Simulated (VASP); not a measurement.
Write the native input for VASP 6.6.1 that does the following.

| Property | Result |
| --- | --- |
| Task | single point |
| Functional | PBE |
| Potentials or basis | VASP PAW PBE potentials, release 64 (Li_sv, Zr_sv, O) |
| Cutoff | 520 eV |
| k mesh | 8 × 8 × 8 |
| Occupations | gaussian, width 0.1 eV |
| Spin | no spin polarisation |
| Dipole correction | no |
| Further INCAR settings | ALGO = Normal; EDIFF = 1e-07; NBANDS = 23 |

The structure of Li2ZrO2 lies in POSCAR:

```
Li2ZrO2
1.0
   -1.7384396000      1.7384396000      4.7044229200
    1.7384396000     -1.7384396000      4.7044229200
    1.7384396000      1.7384396000     -4.7044229200
Li Zr O
2 1 2
Direct
    0.7500000000      0.2500000000      0.5000000000
    0.2500000000      0.7500000000      0.5000000000
    0.0000000000      0.0000000000      0.0000000000
    0.6176916400      0.6176916400      0.0000000000
    0.3823083600      0.3823083600      0.0000000000
```

These files were run (other wordings do the same):

INCAR

```
  ALGO = Normal
  EDIFF = 1E-7
  ENCUT = 520
  GGA = PE
  ISIF = 2
  ISMEAR = 0
  LASPH = True
  LCHARG = True
  LELF = True
  LREAL = False
  LVHAR = True
  LWAVE = False
  NBANDS = 23
  NELM = 80
  PREC = Accurate
  SIGMA = 0.1
```

KPOINTS

```
k-points
0
Gamma
  8 8 8
```

Potentials or basis: VASP PAW PBE potentials, release 64 (Li_sv, Zr_sv, O).

The run is started by

```bash
$ cat potpaw_PBE.64/Li_sv/POTCAR potpaw_PBE.64/Zr_sv/POTCAR potpaw_PBE.64/O/POTCAR > POTCAR
$ mpirun -np 1 vasp_std > vasp.out
```

Results of the run:

| Quantity | Value |
| --- | --- |
| Largest force | 2.483 eV/Å |
| Band gap on the k mesh | zero (band 15 reaches 6.99 eV, above the bottom of band 16 at 6.02 eV) |

Caveat: forces of over 1 eV/Å act on the atoms, so gaps and moduli don't describe the material at rest.

It took 85 s on 1 thread of Intel(R) Xeon(R) 6975P-C (Granite Rapids), on a shared host, peak memory 0.27 GiB.
